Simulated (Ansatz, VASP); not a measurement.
**One calculation of Ta, two programs**

INCAR

```
SYSTEM = Ta
  PREC = Accurate
  ENCUT = 520
  EDIFF = 1E-6
  ISMEAR = -1
  SIGMA = 0.08
  LREAL = .FALSE.
  LASPH = .TRUE.
  NELM = 100
  ALGO = Normal
  ISIF = 2
  LWAVE = .FALSE.
  LCHARG = .FALSE.
  GGA = PE
  NBANDS = 18
```

KPOINTS

```
Automatic mesh
0
G
  12 12 12
  0 0 0
```

POSCAR

```
Ta
1.0
    0.0000000000      2.4221019199      2.4221019199
    2.4221019199      0.0000000000      2.4221019199
    2.4221019199      2.4221019199      0.0000000000
Ta
2
Direct
   -0.1250000000     -0.1250000000     -0.1250000000
    0.1250000000      0.1250000000      0.1250000000
```

Input for Ansatz:

```yaml
crystal:
  lattice:
    - [0.0, 2.4221019199, 2.4221019199]
    - [2.4221019199, 0.0, 2.4221019199]
    - [2.4221019199, 2.4221019199, 0.0]
  atoms:
    - { symbol: Ta, position: [-0.125, -0.125, -0.125] }
    - { symbol: Ta, position: [0.125, 0.125, 0.125] }
kpoints:
  mp_grid: { grid: [12, 12, 12] }
scf:
  occupations: { method: fermi_dirac, width: 0.08 }
hamiltonian:
  xc: pbe
  pseudopotentials: { kind: all_electron, lapw: { basis_error: 0.001 } }
output:
  forces: true
  stress: true
  eigenvalues: true
  populations: true
```

Change from the starting cell: volume scaled by 0.5, LAPW.

Alike in both runs: task single point; functional PBE; k mesh 12 × 12 × 12; occupations fermi-dirac, width 0.08 eV; no spin polarisation.

|  | VASP | Ansatz |
| --- | --- | --- |
| version | VASP 6.6.1 | Ansatz 0.2.0 |
| potentials or method | VASP PAW PBE potentials, release 64 (Ta_pv), cutoff 520 eV | all-electron LAPW, scalar-relativistic |

```csv
,VASP,Ansatz,Ansatz less VASP
pressure (GPa),192.6,187.7,-4.95
```

Both programs put the cell under a high pressure, so it lies far from rest at this level. Ansatz ran all-electron here, and VASP with PAW potentials.

Spin-orbit coupling is off throughout. Noted on VASP's run: the cell as given lies far from equilibrium.
